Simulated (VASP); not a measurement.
# C (Fd-3m) in VASP: vibrations by perturbation theory with PBE

Aim: the vibrations by perturbation theory of C with PBE.

All numbers are computed with VASP 6.6.1; they aren't measurements. Logs are shortened: lines on timing, memory, paths and dates and some standing lists are left out, and cuts for length are marked.

### Step 1. The cell of the first run

The structure is cubic, space group Fd-3m (No. 227). The conventional cell has a = 3.572 Å, b = 3.572 Å, c = 3.572 Å, α = 90.00°, β = 90.00°, γ = 90.00°. C (site symmetry -43m) has 4 C at 1.55 Å within 2.1 Å.

### Step 2. Vibrations by perturbation theory, PBE

The input, INCAR:

```
SYSTEM = C
ALGO = Normal
EDIFF = 1E-8
ENCUT = 600
GGA = PE
GGA_COMPAT = .FALSE.
IBRION = 8
ISIF = 2
ISMEAR = -1
LASPH = .TRUE.
LCHARG = .FALSE.
LREAL = .FALSE.
LWAVE = .FALSE.
NBANDS = 11
NELM = 120
NSW = 1
PREC = Accurate
SIGMA = 0.1
```

The input, KPOINTS:

```
k-points
0
G
  4 4 4
  0 0 0
```

The input, POSCAR:

```
C
1.0
    0.0000000000      1.7860700000      1.7860700000
    1.7860700000      0.0000000000      1.7860700000
    1.7860700000      1.7860700000      0.0000000000
C
2
Direct
    0.0000000000      0.0000000000      0.0000000000
    0.2500000000      0.2500000000      0.2500000000
```

Potentials or basis: VASP PAW PBE potentials, release 64 (C).

On the command line:

```sh
$ cat potpaw_PBE.64/C/POTCAR > POTCAR
$ mpirun -np 1 vasp_std > vasp.out
```

OUTCAR:

```text
SYSTEM = C
   EDIFF = 1E-8
   ENCUT = 600
   GGA = PE
   IBRION = 8
   ISIF = 2
   ISMEAR = -1
   LASPH = .TRUE.
   LREAL = .FALSE.
   NELM = 120
   NSW = 1
   PREC = Accurate

 ion  position               nearest neighbor table
   1  0.000  0.000  0.000-   2 1.55   2 1.55   2 1.55   2 1.55
   2  0.250  0.250  0.250-   1 1.55   1 1.55   1 1.55   1 1.55

  LATTYP: Found a face centered cubic cell.
 ALAT       =     3.5721400000

  Lattice vectors:

 A1 = (   0.0000000000,   1.7860700000,   1.7860700000)
 A2 = (   1.7860700000,   0.0000000000,   1.7860700000)
 A3 = (   1.7860700000,   1.7860700000,   0.0000000000)

Analysis of symmetry for initial positions (statically):
=====================================================================
 Subroutine PRICEL returns:
 Original cell was already a primitive cell.

 Routine SETGRP: Setting up the symmetry group for a
 face centered cubic supercell.

 Subroutine GETGRP returns: Found 48 space group operations
 (whereof 24 operations were pure point group operations)
 out of a pool of 48 trial point group operations.

The static configuration has the point symmetry T_d .
 The point group associated with its full space group is O_h .

Analysis of symmetry for dynamics (positions and initial velocities):
=====================================================================
 Subroutine PRICEL returns:
 Original cell was already a primitive cell.

 Routine SETGRP: Setting up the symmetry group for a
 face centered cubic supercell.

 Subroutine GETGRP returns: Found 48 space group operations
 (whereof 24 operations were pure point group operations)
 out of a pool of 48 trial point group operations.

The dynamic configuration has the point symmetry T_d .
 The point group associated with its full space group is O_h .

 Subroutine INISYM returns: Found 48 space group operations
 (whereof 24 operations are pure point group operations),
 and found     1 'primitive' translations

----------------------------------------------------------------------------------------

                                     Primitive cell

  volume of cell :      11.3953

  direct lattice vectors                    reciprocal lattice vectors
     0.000000000  1.786070000  1.786070000    -0.279944235  0.279944235  0.279944235
     1.786070000  0.000000000  1.786070000     0.279944235 -0.279944235  0.279944235
     1.786070000  1.786070000  0.000000000     0.279944235  0.279944235 -0.279944235

  length of vectors
     2.525884417  2.525884417  2.525884417     0.484877638  0.484877638  0.484877638

  position of ions in fractional coordinates (direct lattice)
     0.000000000  0.000000000  0.000000000
     0.250000000  0.250000000  0.250000000

  ion indices of the primitive-cell ions
   primitive index   ion index
                 1           1
                 2           2

----------------------------------------------------------------------------------------

 KPOINTS: k-points

Automatic generation of k-mesh.
 Grid dimensions read from file:
 generate k-points for:    4    4    4

 Generating k-lattice:

  Cartesian coordinates                     Fractional coordinates (reciprocal lattice)
    -0.069986059  0.069986059  0.069986059     0.250000000  0.000000000  0.000000000
     0.069986059 -0.069986059  0.069986059     0.000000000  0.250000000  0.000000000
     0.069986059  0.069986059 -0.069986059     0.000000000  0.000000000  0.250000000

  Length of vectors
     0.121219410  0.121219410  0.121219410

  Shift w.r.t. Gamma in fractional coordinates (k-lattice)
     0.000000000  0.000000000  0.000000000

 Subroutine IBZKPT returns following result:
 ===========================================

 Found      8 irreducible k-points:

 Following reciprocal coordinates:
            Coordinates               Weight
  0.000000  0.000000  0.000000      1.000000
  0.250000  0.000000  0.000000      8.000000
  0.500000  0.000000  0.000000      4.000000
  0.250000  0.250000  0.000000      6.000000
  0.500000  0.250000  0.000000     24.000000
 -0.250000  0.250000  0.000000     12.000000
  0.500000  0.500000  0.000000      3.000000
 -0.250000  0.500000  0.250000      6.000000
   k-points           NKPTS =      8   k-points in BZ     NKDIM =      8   number of bands    NBANDS=     11
   number of dos      NEDOS =    301   number of ions     NIONS =      2
[... 19 lines left out ...]
   NSW    =      1    number of steps for IOM
   IBRION =      8    ionic relax: 0-MD 1-quasi-New 2-CG
   NFREE  =      0    steps in history (QN), initial steepest desc. (CG)
   ISIF   =      2    stress and relaxation
   ISYM   =      2    0-nonsym 1-usesym 2-fastsym
   POTIM  = 0.5000    time-step for ionic-motion
   TEBEG  =    0.0;   TEEND  =   0.0 temperature during run
   PSTRESS=    0.0 pullay stress
   NELECT =       8.0000    total number of electrons
   NUPDOWN=      -1.0000    fix difference up-down
   EMIN   =  10.00;   EMAX   =-10.00  energy-range for DOS
   EFERMI =   0.00;   METHOD = LEGACY
   ISMEAR =    -1;   SIGMA  =   0.10  broadening in eV -4-tet -1-fermi 0-gaus
   EFERMI_NEDOS =   21; number of points for ismear=-14 and -15
   IALGO  =     38    algorithm
   IMIX   =      4    mixing-type and parameters
     AMIX     =   0.40;   BMIX     =  1.00
     AMIX_MAG =   1.60;   BMIX_MAG =  1.00
  volume/ion in A,a.u.               =       5.70        38.45
  Fermi-wavevector in a.u.,A,eV,Ry     =   1.455000  2.749551 28.803877  2.117025
  Thomas-Fermi vector in A             =   2.572086
   LORBIT       =      0    0 simple, 1 ext, 2 COOP (PROOUT), +10 PAW based schemes
   GGA     = PE    functional components
   LHFCALC =     F    Hartree Fock is set to
   AEXX    =    0.0000 exact exchange contribution
   IVDW    =     0    specifies the selected vdW correction
   LEPSILON=     F    determine dielectric tensor
   LRPA    =     F    only Hartree local field effects (RPA)
 non-spin polarized calculation
  energy-cutoff  :      600.00
  volume of cell :       11.40
 maximum number of plane-waves:       392
   NGX =  9   NGY =  9   NGZ =  9

--------------------------------------- Ionic step        1  -------------------------------------------

 number of electron       7.9999999 magnetization

 Free energy of the ion-electron system (eV)
  ---------------------------------------------------
  ext. energy  EPLUGINS =         0.00000000
  ---------------------------------------------------
  free energy    TOTEN  =       -18.05787311 eV

  energy without entropy =      -18.05787311  energy(sigma->0) =      -18.05787311

 E-fermi :  11.7694     XC(G=0): -13.2142

 val. band max:        9.6958288372   @ k =   0.0000   0.0000   0.0000
 cond. band min:      14.1165850260   @ k =   0.2500   0.2500   0.0000
 fundamental gap:      4.4207561888
 Fermi energy:        11.7693777293

 k-point     1 :       0.0000    0.0000    0.0000
  band No.  band energies     occupation
      1     -11.7326      2.00000
      2       9.6958      2.00000
      3       9.6958      2.00000
      4       9.6958      2.00000
      5      15.2651      0.00000
      6      15.2651      0.00000
      7      15.2651      0.00000
      8      22.9235      0.00000
      9      28.9215      0.00000
     10      36.1580      0.00000
     11      36.1580      0.00000
[... 85 lines left out ...]
 k-point     8 :      -0.2500    0.5000    0.2500
  band No.  band energies     occupation
      1      -2.2599      2.00000
      2      -2.2599      2.00000
      3       1.4014      2.00000
      4       1.4014      2.00000
      5      20.2873      0.00000
      6      20.2873      0.00000
      7      21.9505      0.00000
      8      21.9505      0.00000
      9      30.9466      0.00000
     10      30.9466      0.00000
     11      40.0253      0.00000

------------------------ aborting loop because EDIFF is reached ----------------------------------------

  FORCE on cell =-STRESS in cart. coord.  units (eV):
  Direction    XX          YY          ZZ          XY          YZ          ZX
  --------------------------------------------------------------------------------------
  -------------------------------------------------------------------------------------
  Total        0.0648183      0.0648183      0.0648183     -0.0000000      0.0000000     -0.0000000
  in kB        9.1134451      9.1134451      9.1134451     -0.0000000      0.0000000     -0.0000000
  external PRESSURE =       9.1134451 kB  Pullay stress =       0.0000000 kB

 VOLUME and BASIS-vectors are now :
 -----------------------------------------------------------------------------
  energy-cutoff  :      600.00
  volume of cell :       11.40
      direct lattice vectors                 reciprocal lattice vectors
     0.000000000  1.786070000  1.786070000    -0.279944235  0.279944235  0.279944235
     1.786070000  0.000000000  1.786070000     0.279944235 -0.279944235  0.279944235
     1.786070000  1.786070000  0.000000000     0.279944235  0.279944235 -0.279944235

 POSITION                                       TOTAL-FORCE (eV/Angst)
 -----------------------------------------------------------------------------------
      0.00000      0.00000      0.00000        -0.000000     -0.000000     -0.000000
      0.89304      0.89304      0.89304         0.000000      0.000000      0.000000
 -----------------------------------------------------------------------------------
    total drift:                                0.000000      0.000000      0.000000

  FREE ENERGIE OF THE ION-ELECTRON SYSTEM (eV)
  ---------------------------------------------------
  free  energy   TOTEN  =       -18.0578731060 eV

  energy  without entropy=      -18.0578731058  energy(sigma->0) =      -18.05787311

[... ionic steps 2 to 3 ...]

--------------------------------------- Ionic step        4  -------------------------------------------

 Free energy of the ion-electron system (eV)
  ---------------------------------------------------
  ---------------------------------------------------
  free energy    TOTEN  =        -0.11234032 eV

  energy without entropy =       -0.11234032

------------------------ aborting loop because EDIFF is reached ----------------------------------------

 INTERNAL STRAIN TENSOR  FOR ION    1  DIRECTION 1   (eV/Angst):
 -----------------------------------------------------------------------------
     0.06602  0.00000  0.00000
    -0.00000 -0.03244  2.72278
     0.00000  2.72278 -0.03244

 INTERNAL STRAIN TENSOR FOR ION    2 for displacements in x,y,z  (eV/Angst):
          X           Y           Z          XY          YZ          ZX
  --------------------------------------------------------------------------------
  x    -0.00000     0.00000     0.00000     0.00000    -2.72278     0.00000
  y    -0.00000     0.00000    -0.00000     0.00000     0.00000    -2.72278
  z     0.00000     0.00000    -0.00000    -2.72278     0.00000     0.00000

 SECOND DERIVATIVES (NOT SYMMETRIZED)
 ------------------------------------
               1X          1Y          1Z          2X          2Y          2Z
  1X   -38.471677    0.000000    0.000000   38.471677    0.000000    0.000000
  1Y     0.000000  -38.471677    0.000000    0.000000   38.471677    0.000000
  1Z     0.000000    0.000000  -38.471677    0.000000    0.000000   38.471677
  2X    38.471677    0.000000    0.000000  -38.471677    0.000000    0.000000
  2Y     0.000000   38.471677    0.000000    0.000000  -38.471677    0.000000
  2Z     0.000000    0.000000   38.471677    0.000000    0.000000  -38.471677

 Eigenvectors and eigenvalues of the dynamical matrix
 ----------------------------------------------------

   1 f  =   39.568237 THz   248.614564 2PiTHz 1319.854311 cm-1   163.641005 meV
             X         Y         Z           dx          dy          dz
      0.000000  0.000000  0.000000     0.707107    0.000000    0.000000
      0.893035  0.893035  0.893035    -0.707107    0.000000    0.000000
[... 11 lines left out ...]
   4 f  =    0.000000 THz     0.000000 2PiTHz    0.000000 cm-1     0.000000 meV
             X         Y         Z           dx          dy          dz
      0.000000  0.000000  0.000000     0.707107    0.000000    0.000000
      0.893035  0.893035  0.893035     0.707107    0.000000    0.000000

   5 f/i=    0.000000 THz     0.000001 2PiTHz    0.000007 cm-1     0.000001 meV
             X         Y         Z           dx          dy          dz
      0.000000  0.000000  0.000000     0.000000    0.371748   -0.601501
      0.893035  0.893035  0.893035     0.000000    0.371748   -0.601501

   6 f/i=    0.000001 THz     0.000003 2PiTHz    0.000018 cm-1     0.000002 meV
             X         Y         Z           dx          dy          dz
      0.000000  0.000000  0.000000     0.000000   -0.601501   -0.371748
      0.893035  0.893035  0.893035     0.000000   -0.601501   -0.371748

--------------------------------------------------------------------------------------------------------

 ELASTIC MODULI CONTR FROM IONIC RELAXATION (kBar)
 Direction    XX          YY          ZZ          XY          YZ          ZX
 --------------------------------------------------------------------------------
 XX          -0.0000      0.0000      0.0000      0.0000     -0.0000     -0.0000
 YY           0.0000     -0.0000      0.0000      0.0000      0.0000      0.0000
 ZZ           0.0000      0.0000     -0.0000     -0.0000      0.0000     -0.0000
 XY           0.0000      0.0000     -0.0000    -27.0937      0.0000      0.0000
 YZ          -0.0000      0.0000      0.0000      0.0000    -27.0937      0.0000
 ZX          -0.0000      0.0000     -0.0000      0.0000      0.0000    -27.0937
 --------------------------------------------------------------------------------
```

It took 6.3 s on 1 thread of AMD EPYC 9R45 (Zen 5), shared host; peak memory 0.09 GiB.

What came out:

| Property | Result |
| --- | --- |
| Highest phonon frequency at Γ | 1320 cm⁻¹ |

Phonon frequencies in cm⁻¹ (negative: imaginary):
```
              q point           frequencies
(0.000, 0.000, 0.000)  0 0 0 1320 1320 1320
```

Caveat: the k points lie up to 0.76 Å⁻¹ apart.
